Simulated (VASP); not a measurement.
Wanted: the native input for a VASP 6.6.1 run.

| Property | Result |
| --- | --- |
| Task | single point |
| Functional | r2SCAN |
| Potentials or basis | VASP PAW PBE potentials, release 64 (B, N) |
| Cutoff | 520 eV |
| k mesh | 8 × 8 × 8 |
| Occupations | gaussian, width 0.01 eV |
| Spin | no spin polarisation |
| Dipole correction | no |
| Further INCAR settings | ALGO = Normal; EDIFF = 1e-06; NBANDS = 11 |

The system is BN (Qingsongite).

```xyz
2
Lattice="0.0000 1.8075 1.8075 1.8075 0.0000 1.8075 1.8075 1.8075 0.0000" Properties=species:S:1:pos:R:3 pbc="T T T"
B     0.0000    0.0000    0.0000
N     0.9038    0.9038    0.9038
```

The input as run:

POSCAR

```
BN
1.0
    0.0000000000      1.8075000000      1.8075000000
    1.8075000000      0.0000000000      1.8075000000
    1.8075000000      1.8075000000      0.0000000000
B N
1 1
Direct
    0.0000000000      0.0000000000      0.0000000000
    0.2500000000      0.2500000000      0.2500000000
```

INCAR.step1

```
ALGO = Normal
EDIFF = 1E-4
ENCUT = 520
GGA = PE
ISMEAR = 0
LASPH = T
LCHARG = F
LREAL = F
LWAVE = T
NBANDS = 11
NELM = 60
PREC = Accurate
SIGMA = 0.01
```

INCAR.step2

```
ALGO = Normal
EDIFF = 1E-6
ENCUT = 520
ISIF = 2
ISMEAR = 0
ISTART = 1
LASPH = T
LCHARG = F
LMIXTAU = T
LREAL = F
LWAVE = F
METAGGA = R2SCAN
NBANDS = 11
NELM = 60
PREC = Accurate
SIGMA = 0.01
```

KPOINTS

```
k-points
0
Gamma
  8 8 8
```

Potentials or basis: VASP PAW PBE potentials, release 64 (B, N).

The run is started by

```console
$ cat potpaw_PBE.64/B/POTCAR potpaw_PBE.64/N/POTCAR > POTCAR
$ cp INCAR.step1 INCAR
$ mpirun -np 1 vasp_std > vasp.out
$ cp INCAR.step2 INCAR
$ mpirun -np 1 vasp_std > vasp.out
```

Results of the run:

- Pressure: -0.6 GPa
- Band gap on the k mesh: 4.98 eV, indirect (least direct gap 9.53 eV)

Caveat: the PAW data sets were made with another functional, which shifts forces and pressure a little.

Run time: 11 s on 1 thread of Intel(R) Xeon(R) Platinum 8488C (Sapphire Rapids) (shared host), peak memory 0.12 GiB.
